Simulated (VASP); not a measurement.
# K (I4/mmm) in VASP: notebook

The runs below take K through single point, with PBE.

Everything below comes from runs of VASP 6.6.1. Logs are shortened: lines on timing, memory, paths and dates and some standing lists are left out, and cuts for length are marked.

### Step 1. The cell of the first run

Symmetry: I4/mmm, No. 139, tetragonal system. Conventional cell: a = 5.315 Å, b = 5.315 Å, c = 5.157 Å, α = 90.00°, β = 90.00°, γ = 90.00°.

### Step 2. Single point, PBE (strain +0.015 along x and y, -0.015 along z)

Contents of INCAR:

```
ALGO     = Fast           # electronic algorithm
EDIFF    = 1E-6           # SCF threshold, eV
ENCUT    = 520            # plane-wave cutoff, eV
GGA      = PE             # functional
ISIF     = 2              # what is computed and relaxed
ISMEAR   = 0              # smearing method
LASPH    = T              # aspherical terms in the spheres
LCHARG   = F              # write CHGCAR
LREAL    = F              # projectors in reciprocal space
LWAVE    = F              # write WAVECAR
NBANDS   = 10             # bands
NELM     = 100            # most SCF steps
PREC     = Accurate       # precision mode
SIGMA    = 0.15           # smearing width, eV
```

Contents of KPOINTS:

```
k-points
0
Gamma
  14 14 14
```

Contents of POSCAR:

```
K
1.0
   -2.6572700000      2.6572700000      2.5787300000
    2.6572700000     -2.6572700000      2.5787300000
    2.6572700000      2.6572700000     -2.5787300000
K
1
Direct
    0.0000000000      0.0000000000      0.0000000000
```

Potentials or basis: VASP PAW PBE potentials, release 64 (K_sv).

On the command line:

```bash
$ cat potpaw_PBE.64/K_sv/POTCAR > POTCAR
$ mpirun -np 1 vasp_std > vasp.out
```

OUTCAR:

```text
EDIFF = 1E-6
   ENCUT = 520
   GGA = PE
   ISIF = 2
   ISMEAR = 0
   LASPH = T
   LREAL = F
   NELM = 100
   PREC = Accurate

 ion  position               nearest neighbor table
   1  0.000  0.000  0.000-

  LATTYP: Found a body centered tetragonal cell.
 ALAT       =     5.3145400000
 C/A-ratio  =     0.9704433498

  Lattice vectors:

 A1 = (  -2.6572700000,   2.6572700000,   2.5787300000)
 A2 = (   2.6572700000,  -2.6572700000,   2.5787300000)
 A3 = (   2.6572700000,   2.6572700000,  -2.5787300000)

Analysis of symmetry for initial positions (statically):
=====================================================================
 Subroutine PRICEL returns:
 Original cell was already a primitive cell.

 Routine SETGRP: Setting up the symmetry group for a
 body centered tetragonal supercell.

 Subroutine GETGRP returns: Found 16 space group operations
 (whereof 16 operations were pure point group operations)
 out of a pool of 16 trial point group operations.

The static configuration has the point symmetry D_4h.

Analysis of symmetry for dynamics (positions and initial velocities):
=====================================================================
 Subroutine PRICEL returns:
 Original cell was already a primitive cell.

 Routine SETGRP: Setting up the symmetry group for a
 body centered tetragonal supercell.

 Subroutine GETGRP returns: Found 16 space group operations
 (whereof 16 operations were pure point group operations)
 out of a pool of 16 trial point group operations.

The dynamic configuration has the point symmetry D_4h.

 Subroutine INISYM returns: Found 16 space group operations
 (whereof 16 operations are pure point group operations),
 and found     1 'primitive' translations

----------------------------------------------------------------------------------------

                                     Primitive cell

  volume of cell :      72.8345

  direct lattice vectors                    reciprocal lattice vectors
    -2.657270000  2.657270000  2.578730000     0.000000000  0.188163040  0.193893894
     2.657270000 -2.657270000  2.578730000     0.188163040  0.000000000  0.193893894
     2.657270000  2.657270000 -2.578730000     0.188163040  0.188163040  0.000000000

  length of vectors
     4.557632732  4.557632732  4.557632732     0.270185439  0.270185439  0.266102722

  position of ions in fractional coordinates (direct lattice)
     0.000000000  0.000000000  0.000000000

  ion indices of the primitive-cell ions
   primitive index   ion index
                 1           1

----------------------------------------------------------------------------------------

 KPOINTS: k-points

Automatic generation of k-mesh.
 Grid dimensions read from file:
 generate k-points for:   14   14   14

 Generating k-lattice:

  Cartesian coordinates                     Fractional coordinates (reciprocal lattice)
     0.000000000  0.013440217  0.013849564     0.071428571  0.000000000  0.000000000
     0.013440217  0.000000000  0.013849564     0.000000000  0.071428571  0.000000000
     0.013440217  0.013440217  0.000000000     0.000000000  0.000000000  0.071428571

  Length of vectors
     0.019298960  0.019298960  0.019007337

  Shift w.r.t. Gamma in fractional coordinates (k-lattice)
     0.000000000  0.000000000  0.000000000

 Subroutine IBZKPT returns following result:
 ===========================================

 Found    244 irreducible k-points:

 Following reciprocal coordinates:
            Coordinates               Weight
  0.000000  0.000000  0.000000      1.000000
  0.071429  0.000000  0.000000      8.000000
  0.142857  0.000000 -0.000000      8.000000
  0.214286  0.000000 -0.000000      8.000000
  0.285714  0.000000 -0.000000      8.000000
  0.357143  0.000000 -0.000000      8.000000
[... 16 lines left out ...]
  0.214286  0.142857  0.000000     16.000000
  0.285714  0.142857  0.000000     16.000000
 [... further k-points ...]
   k-points           NKPTS =    244   k-points in BZ     NKDIM =    244   number of bands    NBANDS=     10
   number of dos      NEDOS =    301   number of ions     NIONS =      1
   total plane-waves  NPLWV =  46656
   dimension x,y,z NGX =    36 NGY =   36 NGZ =   36
   dimension x,y,z NGXF=    72 NGYF=   72 NGZF=   72
   ions per type =               1
   NGX,Y,Z   is equivalent  to a cutoff of  13.13, 13.13, 13.13 a.u.
   NGXF,Y,Z  is equivalent  to a cutoff of  26.26, 26.26, 26.26 a.u.
 SYSTEM =  unknown system
   PREC   = accura    normal or accurate (medium, high low for compatibility)
   ISTART =      0    job   : 0-new  1-cont  2-samecut
   ICHARG =      2    charge: 1-file 2-atom 10-const
   ISPIN  =      1    spin polarized calculation?
   LNONCOLLINEAR =      F non collinear calculations
   LSORBIT =      F    spin-orbit coupling
   LASPH  =      T    aspherical Exc in radial PAW
   ENCUT  =  520.0 eV  38.22 Ry    6.18 a.u.   8.47  8.47  8.47*2*pi/ulx,y,z
   NELM   =    100;   NELMIN=  2; NELMDL= -5     # of ELM steps
   EDIFF  = 0.1E-05   stopping-criterion for ELM
   LREAL  =      F    real-space projection
   EDIFFG = 0.1E-04   stopping-criterion for IOM
   NSW    =      0    number of steps for IOM
   IBRION =     -1    ionic relax: 0-MD 1-quasi-New 2-CG
   NFREE  =      0    steps in history (QN), initial steepest desc. (CG)
   ISIF   =      2    stress and relaxation
   ISYM   =      2    0-nonsym 1-usesym 2-fastsym
   POTIM  = 0.5000    time-step for ionic-motion
   TEBEG  =    0.0;   TEEND  =   0.0 temperature during run
   PSTRESS=    0.0 pullay stress
   NELECT =       9.0000    total number of electrons
   NUPDOWN=      -1.0000    fix difference up-down
   EMIN   =  10.00;   EMAX   =-10.00  energy-range for DOS
   EFERMI =   0.00;   METHOD = LEGACY
   ISMEAR =     0;   SIGMA  =   0.15  broadening in eV -4-tet -1-fermi 0-gaus
   EFERMI_NEDOS =   21; number of points for ismear=-14 and -15
   IALGO  =     68    algorithm
   IMIX   =      4    mixing-type and parameters
     AMIX     =   0.40;   BMIX     =  1.00
     AMIX_MAG =   1.60;   BMIX_MAG =  1.00
  volume/ion in A,a.u.               =      72.83       491.51
  Fermi-wavevector in a.u.,A,eV,Ry     =   0.815411  1.540903  9.046448  0.664895
  Thomas-Fermi vector in A             =   1.925494
   LORBIT       =      0    0 simple, 1 ext, 2 COOP (PROOUT), +10 PAW based schemes
   GGA     = PE    functional components
   LHFCALC =     F    Hartree Fock is set to
   AEXX    =    0.0000 exact exchange contribution
   IVDW    =     0    specifies the selected vdW correction
   LEPSILON=     F    determine dielectric tensor
   LRPA    =     F    only Hartree local field effects (RPA)
 non-spin polarized calculation
 RMM-DIIS sequential band-by-band and
 Gauss-broadening in eV      SIGMA  =   0.15
  energy-cutoff  :      520.00
  volume of cell :       72.83
 maximum number of plane-waves:      1989
 NGX is ok and might be reduce to    36
   NGX = 17   NGY = 17   NGZ = 17

 number of electron       9.0000001 magnetization

 Free energy of the ion-electron system (eV)
  ---------------------------------------------------
  ext. energy  EPLUGINS =         0.00000000
  ---------------------------------------------------
  free energy    TOTEN  =        -1.05147154 eV

  energy without entropy =       -1.04277637  energy(sigma->0) =       -1.04712395

 E-fermi :  -0.0966     XC(G=0):  -5.6749

 val. band max:       -0.1079219597   @ k =   0.5000   0.3571   0.0714
 cond. band min:      -0.0933151076   @ k =  -0.0714  -0.4286   0.0714
 fundamental gap:      0.0146068521
 Fermi energy:        -0.0965939324

 k-point     1 :       0.0000    0.0000    0.0000
  band No.  band energies     occupation
      1     -32.2258      2.00000
      2     -15.6746      2.00000
      3     -15.6744      2.00000
      4     -15.6744      2.00000
      5      -2.2686      2.00000
      6       4.1062      0.00000
      7       4.2587      0.00000
      8       4.2587      0.00000
      9       5.0190      0.00000
     10       5.2200      0.00000

 k-point     2 :       0.0714    0.0000    0.0000
  band No.  band energies     occupation
      1     -32.2256      2.00000
      2     -15.6780      2.00000
      3     -15.6756      2.00000
      4     -15.6745      2.00000
      5      -2.2039      2.00000
      6       4.0636      0.00000
      7       4.1643      0.00000
      8       4.2629      0.00000
      9       4.9672      0.00000
     10       5.1277      0.00000

 k-point     3 :       0.1429    0.0000   -0.0000
  band No.  band energies     occupation
      1     -32.2250      2.00000
      2     -15.6878      2.00000
      3     -15.6790      2.00000
      4     -15.6746      2.00000
      5      -2.0119      2.00000
      6       3.7923      0.00000
      7       3.8679      0.00000
      8       4.3900      0.00000
      9       4.9011      0.00000
     10       5.0508      0.00000

 k-point     4 :       0.2143    0.0000   -0.0000
  band No.  band energies     occupation
      1     -32.2241      2.00000
      2     -15.7019      2.00000
      3     -15.6838      2.00000
      4     -15.6747      2.00000
      5      -1.6990      2.00000
      6       3.2031      0.00000
      7       3.6098      0.00000
      8       4.6324      0.00000
      9       4.9499      0.00000
     10       5.0315      0.00000
[... 222 lines left out ...]
 k-point    22 :       0.1429    0.1429   -0.0000
  band No.  band energies     occupation
      1     -32.2236      2.00000
      2     -15.7085      2.00000
      3     -15.6840      2.00000
      4     -15.6783      2.00000
      5      -1.5076      2.00000
      6       3.0743      0.00000
      7       3.3147      0.00000
      8       4.6868      0.00000
      9       4.7568      0.00000
     10       5.3414      0.00000

 k-point    23 :       0.2143    0.1429    0.0000
  band No.  band energies     occupation
      1     -32.2227      2.00000
      2     -15.7205      2.00000
      3     -15.6899      2.00000
      4     -15.6792      2.00000
      5      -1.0873      2.00000
      6       2.5317      0.00000
      7       3.0345      0.00000
      8       4.7602      0.00000
      9       4.9091      0.00000
     10       5.5039      0.00000

 k-point    24 :       0.2857    0.1429    0.0000
  band No.  band energies     occupation
      1     -32.2220      2.00000
      2     -15.7307      2.00000
      3     -15.6961      2.00000
      4     -15.6796      2.00000
      5      -0.5733      1.99999
      6       1.9196      0.00000
      7       2.8341      0.00000
      8       4.7088      0.00000
      9       5.1272      0.00000
     10       5.6170      0.00000

 [... further k-points ...]

------------------------ aborting loop because EDIFF is reached ----------------------------------------

  FORCE on cell =-STRESS in cart. coord.  units (eV):
  Direction    XX          YY          ZZ          XY          YZ          ZX
  --------------------------------------------------------------------------------------
  -------------------------------------------------------------------------------------
  Total        0.0163760      0.0163760      0.0298340      0.0000000      0.0000000      0.0000000
  in kB        0.3602304      0.3602304      0.6562740      0.0000000      0.0000000      0.0000000
  external PRESSURE =       0.4589116 kB  Pullay stress =       0.0000000 kB

 VOLUME and BASIS-vectors are now :
 -----------------------------------------------------------------------------
  energy-cutoff  :      520.00
  volume of cell :       72.83
      direct lattice vectors                 reciprocal lattice vectors
    -2.657270000  2.657270000  2.578730000     0.000000000  0.188163040  0.193893894
     2.657270000 -2.657270000  2.578730000     0.188163040  0.000000000  0.193893894
     2.657270000  2.657270000 -2.578730000     0.188163040  0.188163040  0.000000000

 POSITION                                       TOTAL-FORCE (eV/Angst)
 -----------------------------------------------------------------------------------
      0.00000      0.00000      0.00000         0.000000      0.000000      0.000000
 -----------------------------------------------------------------------------------
    total drift:                               -0.000000     -0.000000      0.000000

  FREE ENERGIE OF THE ION-ELECTRON SYSTEM (eV)
  ---------------------------------------------------
  free  energy   TOTEN  =        -1.0514715415 eV

  energy  without entropy=       -1.0427763674  energy(sigma->0) =       -1.04712395
```

Run time: 91 s. Hardware: 1 thread of AMD EPYC 9R45 (Zen 5), shared host; peak memory 0.29 GiB.

Results:

* Free energy: -1.0515 eV
* Pressure: 0.0 GPa
* Band gap on the k mesh: zero (an odd number of electrons rules out a gap without spin polarisation)

Levels at points of the mesh, in eV from the Fermi level:
| k point | band 2 | band 3 | band 4 | band 5 | band 6 | band 7 | band 8 | band 9 |
| --- | --- | --- | --- | --- | --- | --- | --- | --- |
| (0.00, 0.00, 0.00) | -15.58 | -15.58 | -15.58 | -2.17 | 4.20 | 4.36 | 4.36 | 5.12 |
| (0.50, 0.00, 0.00) | -15.65 | -15.60 | -15.58 | 0.47 | 0.72 | 3.11 | 4.91 | 5.79 |
| (0.50, 0.50, 0.00) | -15.65 | -15.60 | -15.58 | 0.40 | 0.64 | 3.28 | 4.81 | 5.68 |
| (0.50, 0.50, 0.50) | -15.63 | -15.63 | -15.63 | 1.62 | 1.71 | 3.39 | 3.39 | 3.73 |

Caveat: the cell differs from its parent crystal (strain +0.015 along x and y, -0.015 along z).

### Step 3. Single point, PBE (strain +0.000 along x and y, +0.030 along z)

Contents of INCAR:

```
ALGO = Fast
EDIFF = 1E-7
ENCUT = 520
GGA = PE
ISIF = 2
ISMEAR = 0
LASPH = T
LCHARG = F
LREAL = F
LWAVE = F
NBANDS = 10
NELM = 60
PREC = Accurate
SIGMA = 0.15
```

KPOINTS is that of step 2.

Contents of POSCAR:

```
K
1.0
   -2.6180000000      2.6180000000      2.6965400000
    2.6180000000     -2.6180000000      2.6965400000
    2.6180000000      2.6180000000     -2.6965400000
K
1
Direct
    0.0000000000      0.0000000000      0.0000000000
```

Potentials or basis: VASP PAW PBE potentials, release 64 (K_sv).

On the command line:

```bash
$ cat potpaw_PBE.64/K_sv/POTCAR > POTCAR
$ mpirun -np 1 vasp_std > vasp.out
```

Run time: 1.8 min. Hardware: 1 thread of AMD EPYC 9R45 (Zen 5), shared host; peak memory 0.29 GiB.

The run converged. Its results:

| Property | Result |
| --- | --- |
| Free energy | -1.0517 eV |
| Pressure | 0.0 GPa |
| Band gap on the k mesh | zero (an odd number of electrons rules out a gap without spin polarisation) |

Levels at points of the mesh, in eV from the Fermi level:
```
           k point  band 2  band 3  band 4  band 5  band 6  band 7  band 8  band 9
(0.00, 0.00, 0.00)  -15.59  -15.59  -15.59   -2.15    4.24    4.24    4.38    5.10
(0.50, 0.00, 0.00)  -15.65  -15.61  -15.59    0.42    0.66    3.22    4.81    5.70
(0.50, 0.50, 0.00)  -15.65  -15.61  -15.59    0.49    0.73    3.05    4.92    5.79
(0.50, 0.50, 0.50)  -15.64  -15.63  -15.63    1.62    1.72    3.24    3.57    3.57
```

Caveat: the cell differs from its parent crystal (strain +0.000 along x and y, +0.030 along z).

(Continued in part 2 of 2.)
